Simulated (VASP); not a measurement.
# CdF2 (R3m) in VASP: a series of runs

CdF2 is run at these levels: LDA; tasks: single point.

All numbers are computed with VASP 6.6.1; they aren't measurements. Logs are shortened: lines on timing, memory, paths and dates and some standing lists are left out, and cuts for length are marked.

### Step 1. The cell of the first run

The structure is trigonal, space group R3m (No. 160). The conventional cell has a = 3.810 Å, b = 3.810 Å, c = 9.332 Å, α = 90.00°, β = 90.00°, γ = 120.00°. Cd (site symmetry 3m) has 8 F at 2.30 to 2.37 Å within 3.0 Å. Within 3.0 Å of F (site symmetry 3m) lie 4 Cd at 2.30 to 2.35 Å and 6 F at 2.69 Å. Within 3.1 Å of F (site symmetry 3m) lie 4 Cd at 2.32 to 2.37 Å and 6 F at 2.69 Å.

### Step 2. Single point, LDA (all Cd atoms moved +0.037 Å, as atom 1 along Cartesian [1 1 1])

Input file INCAR:

```
SYSTEM = CdF2
  PREC = Accurate
  ENCUT = 600
  EDIFF = 1E-6
  ISMEAR = 0
  SIGMA = 0.05
  LREAL = .False.
  LASPH = .True.
  NELM = 120
  ALGO = Normal
  ISIF = 2
  LWAVE = .False.
  LCHARG = .True.
  GGA = CA
  LELF = .True.
  LVHAR = .True.
  NBANDS = 24
  GGA_COMPAT = .False.
```

Input file KPOINTS:

```
regular mesh
0
Gamma
  8 8 8
  0 0 0
```

Input file POSCAR:

```
CdF2
1.0
    0.0000000000      2.6940000000      2.6940000000
    2.6940000000      0.0000000000      2.6940000000
    2.6940000000      2.6940000000      0.0000000000
Cd F
1 2
Direct
    0.0040183064      0.0040183064      0.0040183064
    0.2500000000      0.2500000000      0.2500000000
    0.7500000000      0.7500000000      0.7500000000
```

Potentials or basis: VASP PAW LDA potentials, release 64 (Cd_sv_GW, F).

Run with:

```bash
$ cat potpaw_LDA.64/Cd_sv_GW/POTCAR potpaw_LDA.64/F/POTCAR > POTCAR
$ mpirun -np 1 vasp_std > vasp.out
```

OUTCAR:

```text
SYSTEM = CdF2
   PREC = Accurate
   ENCUT = 600
   EDIFF = 1E-6
   ISMEAR = 0
   LREAL = .False.
   LASPH = .True.
   NELM = 120
   ISIF = 2
   GGA = CA

 ion  position               nearest neighbor table
   1  0.004  0.004  0.004-
   2  0.250  0.250  0.250-
   3  0.750  0.750  0.750-

  LATTYP: Found a face centered cubic cell.
 ALAT       =     5.3880000000

  Lattice vectors:

 A1 = (   0.0000000000,   2.6940000000,   2.6940000000)
 A2 = (   2.6940000000,   0.0000000000,   2.6940000000)
 A3 = (   2.6940000000,   2.6940000000,   0.0000000000)

Analysis of symmetry for initial positions (statically):
=====================================================================
 Subroutine PRICEL returns:
 Original cell was already a primitive cell.

 Routine SETGRP: Setting up the symmetry group for a
 face centered cubic supercell.

 Subroutine GETGRP returns: Found  6 space group operations
 (whereof  6 operations were pure point group operations)
 out of a pool of 48 trial point group operations.

The static configuration has the point symmetry C_3v.

Analysis of symmetry for dynamics (positions and initial velocities):
=====================================================================
 Subroutine PRICEL returns:
 Original cell was already a primitive cell.

 Routine SETGRP: Setting up the symmetry group for a
 face centered cubic supercell.

 Subroutine GETGRP returns: Found  6 space group operations
 (whereof  6 operations were pure point group operations)
 out of a pool of 48 trial point group operations.

The dynamic configuration has the point symmetry C_3v.

 Subroutine INISYM returns: Found  6 space group operations
 (whereof  6 operations are pure point group operations),
 and found     1 'primitive' translations

----------------------------------------------------------------------------------------

                                     Primitive cell

  volume of cell :      39.1041

  direct lattice vectors                    reciprocal lattice vectors
     0.000000000  2.694000000  2.694000000    -0.185597624  0.185597624  0.185597624
     2.694000000  0.000000000  2.694000000     0.185597624 -0.185597624  0.185597624
     2.694000000  2.694000000  0.000000000     0.185597624  0.185597624 -0.185597624

  length of vectors
     3.809891337  3.809891337  3.809891337     0.321464515  0.321464515  0.321464515

  position of ions in fractional coordinates (direct lattice)
     0.004018306  0.004018306  0.004018306
     0.250000000  0.250000000  0.250000000
     0.750000000  0.750000000  0.750000000

  ion indices of the primitive-cell ions
   primitive index   ion index
                 1           1
                 2           2
                 3           3

----------------------------------------------------------------------------------------

 KPOINTS: regular mesh

Automatic generation of k-mesh.
 Grid dimensions read from file:
 generate k-points for:    8    8    8

 Generating k-lattice:

  Cartesian coordinates                     Fractional coordinates (reciprocal lattice)
    -0.023199703  0.023199703  0.023199703     0.125000000  0.000000000  0.000000000
     0.023199703 -0.023199703  0.023199703     0.000000000  0.125000000  0.000000000
     0.023199703  0.023199703 -0.023199703     0.000000000  0.000000000  0.125000000

  Length of vectors
     0.040183064  0.040183064  0.040183064

  Shift w.r.t. Gamma in fractional coordinates (k-lattice)
     0.000000000  0.000000000  0.000000000

 Subroutine IBZKPT returns following result:
 ===========================================

 Found     65 irreducible k-points:

 Following reciprocal coordinates:
            Coordinates               Weight
  0.000000  0.000000  0.000000      1.000000
  0.125000  0.000000  0.000000      6.000000
  0.125000  0.125000  0.125000      2.000000
  0.250000  0.000000  0.000000      6.000000
  0.250000  0.250000  0.250000      2.000000
  0.375000  0.000000  0.000000      6.000000
[... 16 lines left out ...]
 -0.250000  0.125000  0.000000     12.000000
  0.125000  0.125000  0.375000      6.000000
 [... further k-points ...]
   k-points           NKPTS =     65   k-points in BZ     NKDIM =     65   number of bands    NBANDS=     24
   number of dos      NEDOS =    301   number of ions     NIONS =      3
   total plane-waves  NPLWV =  27000
   dimension x,y,z NGX =    30 NGY =   30 NGZ =   30
   dimension x,y,z NGXF=    60 NGYF=   60 NGZF=   60
   ions per type =               1   2
   NGX,Y,Z   is equivalent  to a cutoff of  13.09, 13.09, 13.09 a.u.
   NGXF,Y,Z  is equivalent  to a cutoff of  26.18, 26.18, 26.18 a.u.
 SYSTEM =  CdF2
   PREC   = accura    normal or accurate (medium, high low for compatibility)
   ISTART =      0    job   : 0-new  1-cont  2-samecut
   ICHARG =      2    charge: 1-file 2-atom 10-const
   ISPIN  =      1    spin polarized calculation?
   LNONCOLLINEAR =      F non collinear calculations
   LSORBIT =      F    spin-orbit coupling
   LASPH  =      T    aspherical Exc in radial PAW
   ENCUT  =  600.0 eV  44.10 Ry    6.64 a.u.   7.61  7.61  7.61*2*pi/ulx,y,z
   NELM   =    120;   NELMIN=  2; NELMDL= -5     # of ELM steps
   EDIFF  = 0.1E-05   stopping-criterion for ELM
   LREAL  =      F    real-space projection
   EDIFFG = 0.1E-04   stopping-criterion for IOM
   NSW    =      0    number of steps for IOM
   IBRION =     -1    ionic relax: 0-MD 1-quasi-New 2-CG
   NFREE  =      0    steps in history (QN), initial steepest desc. (CG)
   ISIF   =      2    stress and relaxation
   ISYM   =      2    0-nonsym 1-usesym 2-fastsym
   POTIM  = 0.5000    time-step for ionic-motion
   TEBEG  =    0.0;   TEEND  =   0.0 temperature during run
   PSTRESS=    0.0 pullay stress
   NELECT =      34.0000    total number of electrons
   NUPDOWN=      -1.0000    fix difference up-down
   EMIN   =  10.00;   EMAX   =-10.00  energy-range for DOS
   EFERMI =   0.00;   METHOD = LEGACY
   ISMEAR =     0;   SIGMA  =   0.05  broadening in eV -4-tet -1-fermi 0-gaus
   EFERMI_NEDOS =   21; number of points for ismear=-14 and -15
   IALGO  =     38    algorithm
   IMIX   =      4    mixing-type and parameters
     AMIX     =   0.40;   BMIX     =  1.00
     AMIX_MAG =   1.60;   BMIX_MAG =  1.00
  volume/ion in A,a.u.               =      13.03        87.96
  Fermi-wavevector in a.u.,A,eV,Ry     =   1.562525  2.952743 33.218397  2.441483
  Thomas-Fermi vector in A             =   2.665430
   LORBIT       =      0    0 simple, 1 ext, 2 COOP (PROOUT), +10 PAW based schemes
   GGA     = CA    functional components
   LHFCALC =     F    Hartree Fock is set to
   AEXX    =    0.0000 exact exchange contribution
   IVDW    =     0    specifies the selected vdW correction
   LEPSILON=     F    determine dielectric tensor
   LRPA    =     F    only Hartree local field effects (RPA)
 non-spin polarized calculation
 Gauss-broadening in eV      SIGMA  =   0.05
  energy-cutoff  :      600.00
  volume of cell :       39.10
 maximum number of plane-waves:      1323
   NGX = 15   NGY = 15   NGZ = 15

 number of electron      33.9999983 magnetization

 Free energy of the ion-electron system (eV)
  ---------------------------------------------------
  ext. energy  EPLUGINS =         0.00000000
  ---------------------------------------------------
  free energy    TOTEN  =       -12.78534344 eV

  energy without entropy =      -12.78534344  energy(sigma->0) =      -12.78534344

 E-fermi :   0.7888     XC(G=0): -11.2941

 val. band max:        0.2341395607   @ k =  -0.2500   0.5000   0.2500
 cond. band min:       3.0487189485   @ k =   0.0000   0.0000   0.0000
 fundamental gap:      2.8145793878
 Fermi energy:         0.7887648148

 k-point     1 :       0.0000    0.0000    0.0000
  band No.  band energies     occupation
      1     -97.5135      2.00000
      2     -58.9310      2.00000
      3     -58.9310      2.00000
      4     -58.9309      2.00000
      5     -20.2087      2.00000
      6     -19.0334      2.00000
[... 16 lines left out ...]
     23      19.7632      0.00000
     24      19.7632      0.00000

 k-point     2 :       0.1250    0.0000    0.0000
  band No.  band energies     occupation
      1     -97.5135      2.00000
      2     -58.9315      2.00000
      3     -58.9312      2.00000
      4     -58.9311      2.00000
      5     -20.1557      2.00000
      6     -19.0803      2.00000
[... 16 lines left out ...]
     23      19.3426      0.00000
     24      19.3464      0.00000

 k-point     3 :       0.1250    0.1250    0.1250
  band No.  band energies     occupation
      1     -97.5135      2.00000
      2     -58.9314      2.00000
      3     -58.9312      2.00000
      4     -58.9312      2.00000
      5     -20.1557      2.00000
      6     -19.0804      2.00000
[... 16 lines left out ...]
     23      19.3417      0.00000
     24      19.3417      0.00000

 k-point     4 :       0.2500    0.0000    0.0000
  band No.  band energies     occupation
      1     -97.5135      2.00000
      2     -58.9326      2.00000
      3     -58.9314      2.00000
      4     -58.9313      2.00000
      5     -20.0113      2.00000
      6     -19.2073      2.00000
[... 16 lines left out ...]
     23      18.6636      0.00000
     24      19.3400      0.00000

 k-point     5 :       0.2500    0.2500    0.2500
  band No.  band energies     occupation
      1     -97.5135      2.00000
      2     -58.9325      2.00000
      3     -58.9314      2.00000
      4     -58.9314      2.00000
      5     -20.0113      2.00000
      6     -19.2073      2.00000
[... 16 lines left out ...]
     23      18.6616      0.00000
     24      19.3333      0.00000

 k-point     6 :       0.3750    0.0000    0.0000
  band No.  band energies     occupation
      1     -97.5134      2.00000
      2     -58.9332      2.00000
      3     -58.9315      2.00000
      4     -58.9314      2.00000
      5     -19.8133      2.00000
      6     -19.3842      2.00000
[... 16 lines left out ...]
     23      18.1971      0.00000
     24      18.8252      0.00000
[... 379 lines left out ...]
 k-point    21 :       0.1250    0.1250    0.5000
  band No.  band energies     occupation
      1     -97.5134      2.00000
      2     -58.9333      2.00000
      3     -58.9318      2.00000
      4     -58.9316      2.00000
      5     -19.7242      2.00000
      6     -19.4591      2.00000
[... 16 lines left out ...]
     23      18.0136      0.00000
     24      20.5485      0.00000

 k-point    22 :      -0.3750    0.5000   -0.3750
  band No.  band energies     occupation
      1     -97.5134      2.00000
      2     -58.9332      2.00000
      3     -58.9319      2.00000
      4     -58.9316      2.00000
      5     -19.7242      2.00000
      6     -19.4591      2.00000
[... 16 lines left out ...]
     23      18.0116      0.00000
     24      20.5499      0.00000

 k-point    23 :      -0.2500    0.1250    0.0000
  band No.  band energies     occupation
      1     -97.5135      2.00000
      2     -58.9328      2.00000
      3     -58.9317      2.00000
      4     -58.9314      2.00000
      5     -19.9163      2.00000
      6     -19.2873      2.00000
[... 16 lines left out ...]
     23      17.9995      0.00000
     24      20.7720      0.00000

 k-point    24 :       0.1250    0.1250    0.3750
  band No.  band energies     occupation
      1     -97.5135      2.00000
      2     -58.9327      2.00000
      3     -58.9317      2.00000
      4     -58.9315      2.00000
      5     -19.9162      2.00000
      6     -19.2873      2.00000
[... 16 lines left out ...]
     23      17.9945      0.00000
     24      20.7737      0.00000

 [... further k-points ...]

------------------------ aborting loop because EDIFF is reached ----------------------------------------

  FORCE on cell =-STRESS in cart. coord.  units (eV):
  Direction    XX          YY          ZZ          XY          YZ          ZX
  --------------------------------------------------------------------------------------
  -------------------------------------------------------------------------------------
  Total       -1.5173938     -1.5173938     -1.5173938      0.0115730      0.0115730      0.0115730
  in kB      -62.1707510    -62.1707510    -62.1707510      0.4741709      0.4741709      0.4741709
  external PRESSURE =     -62.1707510 kB  Pullay stress =       0.0000000 kB

 VOLUME and BASIS-vectors are now :
 -----------------------------------------------------------------------------
  energy-cutoff  :      600.00
  volume of cell :       39.10
      direct lattice vectors                 reciprocal lattice vectors
     0.000000000  2.694000000  2.694000000    -0.185597624  0.185597624  0.185597624
     2.694000000  0.000000000  2.694000000     0.185597624 -0.185597624  0.185597624
     2.694000000  2.694000000  0.000000000     0.185597624  0.185597624 -0.185597624

 POSITION                                       TOTAL-FORCE (eV/Angst)
 -----------------------------------------------------------------------------------
      0.02165      0.02165      0.02165        -0.096461     -0.096461     -0.096461
      1.34700      1.34700      1.34700         0.054021      0.054021      0.054021
      4.04100      4.04100      4.04100         0.042441      0.042441      0.042441
 -----------------------------------------------------------------------------------
    total drift:                                0.000270      0.000270      0.000270

  FREE ENERGIE OF THE ION-ELECTRON SYSTEM (eV)
  ---------------------------------------------------
  free  energy   TOTEN  =       -12.7853434420 eV

  energy  without entropy=      -12.7853434420  energy(sigma->0) =      -12.78534344
```

Run time: 33 s. Hardware: 1 thread of Intel Xeon 6975P-C (Granite Rapids), shared host; peak memory 0.21 GiB.

What came out:

* Free energy: -12.7853 eV
* Pressure: -6.2 GPa
* Largest force: 0.167 eV/Å
* Band gap on the k mesh: 2.81 eV (least direct gap 3.30 eV)

Forces in eV/Å, atoms in the order of the input:
```
Cd  -0.096 -0.096 -0.096
F    0.054  0.054  0.054
F    0.042  0.042  0.042
```

Levels at points of the mesh, in eV from the valence-band top:
```csv
k point,band 15,band 16,band 17,band 18,band 19,band 20
"(0.00, 0.00, 0.00)",-0.48,-0.48,-0.48,2.81,12.31,12.31
"(0.50, 0.00, 0.00)",-1.90,-0.39,-0.39,6.96,8.79,14.15
"(0.50, 0.50, 0.50)",-1.90,-0.39,-0.39,6.96,8.79,14.15
"(0.50, 0.50, 0.00)",-0.53,-0.09,-0.09,7.77,9.36,11.46
```

Caveat: the cell differs from its parent crystal (all Cd atoms moved +0.037 Å, as atom 1 along Cartesian [1 1 1]); the cell stands under tension.

### Step 3. Single point, LDA (all Cd atoms moved +0.113 Å, as atom 1 along Cartesian [1 1 1])

Input file INCAR:

```
PREC     = Accurate       # precision mode
ENCUT    = 600            # plane-wave cutoff, eV
EDIFF    = 1E-6           # SCF threshold, eV
ISMEAR   = 0              # smearing method
SIGMA    = 0.05           # smearing width, eV
LREAL    = F              # projectors in reciprocal space
LASPH    = T              # aspherical terms in the spheres
NELM     = 120            # most SCF steps
ALGO     = Normal         # electronic algorithm
ISIF     = 2              # what is computed and relaxed
LWAVE    = F              # write WAVECAR
LCHARG   = F              # write CHGCAR
GGA      = CA             # functional
NBANDS   = 24             # bands
GGA_COMPAT= F
```

Input file KPOINTS:

```
regular mesh
0
Gamma
  8 8 8
```

POSCAR, as its differences from that of step 2:

```diff
@@ -8,3 +8,3 @@
 Direct
-    0.0040183064      0.0040183064      0.0040183064
+    0.0120549193      0.0120549193      0.0120549193
     0.2500000000      0.2500000000      0.2500000000
```

Potentials or basis: VASP PAW LDA potentials, release 64 (Cd_sv_GW, F).

Run with:

```bash
$ cat potpaw_LDA.64/Cd_sv_GW/POTCAR potpaw_LDA.64/F/POTCAR > POTCAR
$ mpirun -np 1 vasp_std > vasp.out
```

It took 80 s on 1 thread of Intel Xeon Platinum 8259CL at 2.50GHz (Skylake/Cascade Lake), shared host; peak memory 0.21 GiB.

Results (log left out):

```
Free energy            : -12.7594 eV
Pressure               : -5.6 GPa
Largest force          : 0.534 eV/Å
Band gap on the k mesh : 2.83 eV (least direct gap 3.30 eV)
```

Forces on the atoms (eV/Å):
```
Cd  -0.308 -0.308 -0.308
F    0.207  0.207  0.207
F    0.101  0.101  0.101
```

Stress tensor (GPa, compression positive):
```
-5.59  0.44  0.44
 0.44 -5.59  0.44
 0.44  0.44 -5.59
```

Levels at points of the mesh, in eV from the valence-band top:
```tsv
k point	band 15	band 16	band 17	band 18	band 19	band 20
(0.00, 0.00, 0.00)	-0.48	-0.48	-0.48	2.83	12.33	12.33
(0.50, 0.00, 0.00)	-1.86	-0.38	-0.37	6.97	8.80	14.17
(0.50, 0.50, 0.50)	-1.89	-0.38	-0.38	6.97	8.82	14.17
(0.50, 0.50, 0.00)	-0.50	-0.11	-0.07	7.77	9.38	11.44
```

Caveat: the cell differs from its parent crystal (all Cd atoms moved +0.113 Å, as atom 1 along Cartesian [1 1 1]); the cell stands under tension. A k mesh can miss the band edges.
